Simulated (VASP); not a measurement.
# SnTe (F-43m) in VASP: further runs

The runs below take SnTe through single point, with RPBE, LDA, PBEsol, PBE.

Program: VASP 6.6.1. These are calculated values, not measurements. Logs are shortened: lines on timing, memory, paths and dates and some standing lists are left out, and cuts for length are marked.

### Step 1. The cell of the first run

It takes space group F-43m (No. 216, cubic). Conventional cell: a = 7.222 Å, b = 7.222 Å, c = 7.222 Å, α = 90.00°, β = 90.00°, γ = 90.00°. Within 4.1 Å of Te (site symmetry -43m) lie 4 Sn at 3.13 Å. Within 4.1 Å of Sn (site symmetry -43m) lie 4 Te at 3.13 Å.

### Step 2. Single point, RPBE

INCAR reads:

```
PREC     = Accurate       # precision mode
ENCUT    = 520            # plane-wave cutoff, eV
EDIFF    = 1E-6           # SCF threshold, eV
ISMEAR   = 0              # smearing method
SIGMA    = 0.05           # smearing width, eV
LREAL    = False          # projectors in reciprocal space
LASPH    = True           # aspherical terms in the spheres
NELM     = 100            # most SCF steps
ALGO     = Normal         # electronic algorithm
ISIF     = 2              # what is computed and relaxed
LWAVE    = False          # write WAVECAR
LCHARG   = False          # write CHGCAR
GGA      = RP             # functional
NBANDS   = 17             # bands
```

KPOINTS reads:

```
Automatic mesh
0
Gamma
  7 7 7
```

POSCAR reads:

```
SnTe
1.0
    0.0000000000      3.6111460000      3.6111460000
    3.6111460000      0.0000000000      3.6111460000
    3.6111460000      3.6111460000      0.0000000000
Te Sn
1 1
Direct
    0.7500000000      0.7500000000      0.7500000000
    0.0000000000      0.0000000000      0.0000000000
```

Potentials or basis: VASP PAW PBE potentials, release 64 (Te, Sn_d).

Started as:

```
$ cat potpaw_PBE.64/Te/POTCAR potpaw_PBE.64/Sn_d/POTCAR > POTCAR
$ mpirun -np 1 vasp_std > vasp.out
```

OUTCAR:

```text
PREC = Accurate
   ENCUT = 520
   EDIFF = 1E-6
   ISMEAR = 0
   LREAL = False
   LASPH = True
   NELM = 100
   ISIF = 2
   GGA = RP

 ion  position               nearest neighbor table
   1  0.750  0.750  0.750-   2 3.13   2 3.13   2 3.13   2 3.13
   2  0.000  0.000  0.000-   1 3.13   1 3.13   1 3.13   1 3.13

  LATTYP: Found a face centered cubic cell.
 ALAT       =     7.2222920000

  Lattice vectors:

 A1 = (   0.0000000000,   3.6111460000,   3.6111460000)
 A2 = (   3.6111460000,   0.0000000000,   3.6111460000)
 A3 = (   3.6111460000,   3.6111460000,   0.0000000000)

Analysis of symmetry for initial positions (statically):
=====================================================================
 Subroutine PRICEL returns:
 Original cell was already a primitive cell.

 Routine SETGRP: Setting up the symmetry group for a
 face centered cubic supercell.

 Subroutine GETGRP returns: Found 24 space group operations
 (whereof 24 operations were pure point group operations)
 out of a pool of 48 trial point group operations.

The static configuration has the point symmetry T_d .

Analysis of symmetry for dynamics (positions and initial velocities):
=====================================================================
 Subroutine PRICEL returns:
 Original cell was already a primitive cell.

 Routine SETGRP: Setting up the symmetry group for a
 face centered cubic supercell.

 Subroutine GETGRP returns: Found 24 space group operations
 (whereof 24 operations were pure point group operations)
 out of a pool of 48 trial point group operations.

The dynamic configuration has the point symmetry T_d .

 Subroutine INISYM returns: Found 24 space group operations
 (whereof 24 operations are pure point group operations),
 and found     1 'primitive' translations

----------------------------------------------------------------------------------------

                                     Primitive cell

  volume of cell :      94.1814

  direct lattice vectors                    reciprocal lattice vectors
     0.000000000  3.611146000  3.611146000    -0.138460201  0.138460201  0.138460201
     3.611146000  0.000000000  3.611146000     0.138460201 -0.138460201  0.138460201
     3.611146000  3.611146000  0.000000000     0.138460201  0.138460201 -0.138460201

  length of vectors
     5.106931649  5.106931649  5.106931649     0.239820102  0.239820102  0.239820102

  position of ions in fractional coordinates (direct lattice)
     0.750000000  0.750000000  0.750000000
[... 72 lines left out ...]
   NELM   =    100;   NELMIN=  2; NELMDL= -5     # of ELM steps
   EDIFF  = 0.1E-05   stopping-criterion for ELM
   LREAL  =      F    real-space projection
   EDIFFG = 0.1E-04   stopping-criterion for IOM
   NSW    =      0    number of steps for IOM
   IBRION =     -1    ionic relax: 0-MD 1-quasi-New 2-CG
   NFREE  =      0    steps in history (QN), initial steepest desc. (CG)
   ISIF   =      2    stress and relaxation
   ISYM   =      2    0-nonsym 1-usesym 2-fastsym
   POTIM  = 0.5000    time-step for ionic-motion
   TEBEG  =    0.0;   TEEND  =   0.0 temperature during run
   PSTRESS=    0.0 pullay stress
   NELECT =      20.0000    total number of electrons
   NUPDOWN=      -1.0000    fix difference up-down
   EMIN   =  10.00;   EMAX   =-10.00  energy-range for DOS
   EFERMI =   0.00;   METHOD = LEGACY
   ISMEAR =     0;   SIGMA  =   0.05  broadening in eV -4-tet -1-fermi 0-gaus
   EFERMI_NEDOS =   21; number of points for ismear=-14 and -15
   IALGO  =     38    algorithm
   IMIX   =      4    mixing-type and parameters
     AMIX     =   0.40;   BMIX     =  1.00
     AMIX_MAG =   1.60;   BMIX_MAG =  1.00
  volume/ion in A,a.u.               =      47.09       317.78
  Fermi-wavevector in a.u.,A,eV,Ry     =   0.976704  1.845704 12.979296  0.953951
  Thomas-Fermi vector in A             =   2.107344
   LORBIT       =      0    0 simple, 1 ext, 2 COOP (PROOUT), +10 PAW based schemes
   GGA     = RP    functional components
   LHFCALC =     F    Hartree Fock is set to
   AEXX    =    0.0000 exact exchange contribution
   IVDW    =     0    specifies the selected vdW correction
   LEPSILON=     F    determine dielectric tensor
   LRPA    =     F    only Hartree local field effects (RPA)
 non-spin polarized calculation
 Gauss-broadening in eV      SIGMA  =   0.05
  energy-cutoff  :      520.00
  volume of cell :       94.18
 maximum number of plane-waves:      2637
 NGX is ok and might be reduce to    40
   NGX = 19   NGY = 19   NGZ = 19

 number of electron      19.9999999 magnetization

 Free energy of the ion-electron system (eV)
  ---------------------------------------------------
  ext. energy  EPLUGINS =         0.00000000
  ---------------------------------------------------
  free energy    TOTEN  =        -6.52945043 eV

  energy without entropy =       -6.52945043  energy(sigma->0) =       -6.52945043

 E-fermi :   3.3571     XC(G=0):  -7.2003

 val. band max:        3.1447517746   @ k =  -0.2857   0.4286   0.1429
 cond. band min:       3.5596169999   @ k =   0.4286   0.4286   0.0000
 fundamental gap:      0.4148652253
 Fermi energy:         3.3571138356

 k-point     1 :       0.0000    0.0000    0.0000
  band No.  band energies     occupation
      1     -18.5666      2.00000
      2     -18.5666      2.00000
      3     -18.5666      2.00000
      4     -18.5593      2.00000
      5     -18.5593      2.00000
      6      -8.1872      2.00000
[... 377 lines left out ...]
      4     -18.5596      2.00000
      5     -18.5589      2.00000
      6      -7.4440      2.00000
[... 9 lines left out ...]
     16      10.7633      0.00000
     17      12.0713      0.00000

------------------------ aborting loop because EDIFF is reached ----------------------------------------

  FORCE on cell =-STRESS in cart. coord.  units (eV):
  Direction    XX          YY          ZZ          XY          YZ          ZX
  --------------------------------------------------------------------------------------
  -------------------------------------------------------------------------------------
  Total        0.5496084      0.5496084      0.5496084      0.0000000      0.0000000      0.0000000
  in kB        9.3497241      9.3497241      9.3497241      0.0000000      0.0000000      0.0000000
  external PRESSURE =       9.3497241 kB  Pullay stress =       0.0000000 kB

 VOLUME and BASIS-vectors are now :
 -----------------------------------------------------------------------------
  energy-cutoff  :      520.00
  volume of cell :       94.18
      direct lattice vectors                 reciprocal lattice vectors
     0.000000000  3.611146000  3.611146000    -0.138460201  0.138460201  0.138460201
     3.611146000  0.000000000  3.611146000     0.138460201 -0.138460201  0.138460201
     3.611146000  3.611146000  0.000000000     0.138460201  0.138460201 -0.138460201

 POSITION                                       TOTAL-FORCE (eV/Angst)
 -----------------------------------------------------------------------------------
      5.41672      5.41672      5.41672         0.000000     -0.000000      0.000000
      0.00000      0.00000      0.00000        -0.000000      0.000000     -0.000000
 -----------------------------------------------------------------------------------
    total drift:                                0.000000      0.000000      0.000000

  FREE ENERGIE OF THE ION-ELECTRON SYSTEM (eV)
  ---------------------------------------------------
  free  energy   TOTEN  =        -6.5294504284 eV

  energy  without entropy=       -6.5294504283  energy(sigma->0) =       -6.52945043
```

OSZICAR:

```text
N       E                     dE             d eps       ncg     rms          rms(c)
DAV:   1     0.121568890666E+03    0.12157E+03   -0.92903E+03   681   0.118E+03
DAV:   2     0.539316949152E+01   -0.11618E+03   -0.11335E+03   706   0.283E+02
DAV:   3    -0.629426456829E+01   -0.11687E+02   -0.11627E+02   870   0.897E+01
DAV:   4    -0.665450271787E+01   -0.36024E+00   -0.36002E+00   788   0.165E+01
DAV:   5    -0.667035827444E+01   -0.15856E-01   -0.15855E-01  1014   0.319E+00    0.436E+00
DAV:   6    -0.651929741925E+01    0.15106E+00   -0.38925E-01   858   0.277E+00    0.282E+00
DAV:   7    -0.652143950367E+01   -0.21421E-02   -0.98213E-02   723   0.122E+00    0.112E+00
DAV:   8    -0.652687136317E+01   -0.54319E-02   -0.13287E-02   756   0.807E-01    0.258E-01
DAV:   9    -0.652852913965E+01   -0.16578E-02   -0.31216E-03   745   0.365E-01    0.797E-02
DAV:  10    -0.652910232277E+01   -0.57318E-03   -0.75278E-04   749   0.133E-01    0.485E-02
DAV:  11    -0.652943775605E+01   -0.33543E-03   -0.63653E-04   701   0.115E-01    0.402E-02
DAV:  12    -0.652944415025E+01   -0.63942E-05   -0.13438E-05   795   0.297E-02    0.185E-02
DAV:  13    -0.652944972646E+01   -0.55762E-05   -0.11718E-05   695   0.174E-02    0.820E-03
DAV:  14    -0.652945042839E+01   -0.70193E-06   -0.14599E-06   699   0.963E-03
   1 F= -.65294504E+01 E0= -.65294504E+01  d E =-.660220E-10
```

It took 64 s on 1 thread of Intel Xeon 8259CL, shared host; peak memory 0.25 GiB.

Results:

```yaml
Free_energy: -6.5295 eV
Pressure: 0.9 GPa
Band_gap_on_the_k_mesh: 0.41 eV, indirect (least direct gap 0.89 eV)
```

Caveat: the PAW data sets were made with another functional, which shifts forces and pressure a little; spin-orbit coupling is left out, which moves the levels of the heavy elements. A k mesh can miss the band edges.

### Step 3. Single point, LDA

This run uses another cell than the first one, of 42.94 Å³/atom, 0.912 times its volume.

INCAR reads:

```
ALGO = Normal
EDIFF = 1E-6
ENCUT = 520
ISIF = 2
ISMEAR = -1
LASPH = True
LCHARG = False
LREAL = False
LWAVE = False
NBANDS = 17
NELM = 100
PREC = Accurate
SIGMA = 0.05
```

KPOINTS reads:

```
k-points
0
Gamma
  7 7 7
```

POSCAR reads:

```
SnTe
1.0
    0.0000000000      3.5017804760      3.5017804760
    3.5017804760      0.0000000000      3.5017804760
    3.5017804760      3.5017804760      0.0000000000
Te Sn
1 1
Direct
    0.2500000000      0.2500000000      0.2500000000
    0.0000000000      0.0000000000      0.0000000000
```

Potentials or basis: VASP PAW LDA potentials, release 64 (Te, Sn_d).

Started as:

```
$ cat potpaw_LDA.64/Te/POTCAR potpaw_LDA.64/Sn_d/POTCAR > POTCAR
$ mpirun -np 1 vasp_std > vasp.out
```

It took 34 s on 1 thread of Intel Xeon Platinum 8488C (Sapphire Rapids), shared host; peak memory 0.2 GiB.

Results (log left out):

| Property | Result |
| --- | --- |
| Free energy | -8.0533 eV |
| Pressure | 0.0 GPa |

Levels at points of the mesh, in eV from the Fermi level:
| k point | band 6 | band 7 | band 8 | band 9 | band 10 | band 11 | band 12 | band 13 | band 14 | band 15 |
| --- | --- | --- | --- | --- | --- | --- | --- | --- | --- | --- |
| (0.00, 0.00, 0.00) | -12.00 | -4.96 | -2.07 | -2.07 | -2.07 | 0.97 | 0.97 | 0.97 | 3.95 | 6.51 |

Caveat: spin-orbit coupling is left out, which moves the levels of the heavy elements.

### Step 4. Single point, PBEsol

This run uses another cell than the first one, of 44.43 Å³/atom, 0.943 times its volume.

INCAR reads:

```
PREC = Accurate ; ENCUT = 520
EDIFF = 1E-6 ; ISMEAR = -1
SIGMA = 0.05 ; LREAL = F
LASPH = T ; NELM = 80
ALGO = Normal ; ISIF = 2
LWAVE = F ; LCHARG = T
GGA = PS ; LELF = T
LVHAR = T ; NBANDS = 17
```

KPOINTS reads:

```
regular mesh
0
Gamma
  7 7 7
```

POSCAR reads:

```
SnTe
1.0
    0.0000000000      3.5417191196      3.5417191196
    3.5417191196      0.0000000000      3.5417191196
    3.5417191196      3.5417191196      0.0000000000
Te Sn
1 1
Direct
    0.2500000000      0.2500000000      0.2500000000
    0.0000000000      0.0000000000      0.0000000000
```

Potentials or basis: VASP PAW PBE potentials, release 64 (Te, Sn_d).

Started as:

```
$ cat potpaw_PBE.64/Te/POTCAR potpaw_PBE.64/Sn_d/POTCAR > POTCAR
$ mpirun -np 1 vasp_std > vasp.out
```

OUTCAR:

```text
PREC = Accurate
   ENCUT = 520
   EDIFF = 1E-6
   ISMEAR = -1
   LREAL = F
   LASPH = T
   NELM = 80
   ISIF = 2
   GGA = PS

 ion  position               nearest neighbor table
   1  0.250  0.250  0.250-   2 3.07   2 3.07   2 3.07   2 3.07
   2  0.000  0.000  0.000-   1 3.07   1 3.07   1 3.07   1 3.07

  LATTYP: Found a face centered cubic cell.
 ALAT       =     7.0834382392

  Lattice vectors:

[... 577 lines left out ...]
     16      10.9708      0.00000
     17      12.2930      0.00000

------------------------ aborting loop because EDIFF is reached ----------------------------------------

  FORCE on cell =-STRESS in cart. coord.  units (eV):
  Direction    XX          YY          ZZ          XY          YZ          ZX
  --------------------------------------------------------------------------------------
  -------------------------------------------------------------------------------------
  Total       -0.0040359     -0.0040359     -0.0040359      0.0000000      0.0000000     -0.0000000
  in kB       -0.0727745     -0.0727745     -0.0727745      0.0000000      0.0000000     -0.0000000
  external PRESSURE =      -0.0727745 kB  Pullay stress =       0.0000000 kB

 VOLUME and BASIS-vectors are now :
 -----------------------------------------------------------------------------
  energy-cutoff  :      520.00
  volume of cell :       88.85
      direct lattice vectors                 reciprocal lattice vectors
     0.000000000  3.541719120  3.541719120    -0.141174380  0.141174380  0.141174380
     3.541719120  0.000000000  3.541719120     0.141174380 -0.141174380  0.141174380
     3.541719120  3.541719120  0.000000000     0.141174380  0.141174380 -0.141174380

 POSITION                                       TOTAL-FORCE (eV/Angst)
 -----------------------------------------------------------------------------------
      1.77086      1.77086      1.77086        -0.000000     -0.000000     -0.000000
      0.00000      0.00000      0.00000         0.000000      0.000000      0.000000
 -----------------------------------------------------------------------------------
    total drift:                               -0.000000     -0.000000     -0.000000

  FREE ENERGIE OF THE ION-ELECTRON SYSTEM (eV)
  ---------------------------------------------------
  free  energy   TOTEN  =        -7.6260220817 eV

  energy  without entropy=       -7.6222679221  energy(sigma->0) =       -7.62414500
```

stdout:

```text
POSCAR found type information on POSCAR TeSn
 POSCAR found :  2 types and       2 ions
 scaLAPACK will be used
 -----------------------------------------------------------------------------
|                                                                             |
|                                                                             |
|     You enforced a specific xc type in the INCAR file but a different       |
|     I HOPE YOU KNOW WHAT YOU ARE DOING!                                     |
|                                                                             |
 -----------------------------------------------------------------------------

 LDA part: xc-table for (Slater+PW92), standard interpolation
 POSCAR, INCAR and KPOINTS ok, starting setup
 FFT: planning ... GRIDC
 FFT: planning ... GRID_SOFT
 FFT: planning ... GRID
 WAVECAR not read
 entering main loop
```

Wall time 36 s (1 thread of Intel Xeon Platinum 8488C (Sapphire Rapids), shared host); peak memory 0.23 GiB.

Results:

```yaml
Free_energy: -7.6260 eV
Pressure: 0.0 GPa
Band_gap_on_the_k_mesh: 0.14 eV, indirect (least direct gap 0.72 eV)
```

Levels at points of the mesh, in eV from the valence-band top:
```csv
k point,band 7,band 8,band 9,band 10,band 11,band 12,band 13,band 14
"(0.00, 0.00, 0.00)",-4.90,-1.92,-1.92,-1.92,1.10,1.10,1.10,4.11
```

Caveat: the PAW data sets were made with another functional, which shifts forces and pressure a little; spin-orbit coupling is left out, which moves the levels of the heavy elements. A k mesh can miss the band edges.

(Continued in part 2 of 2.)
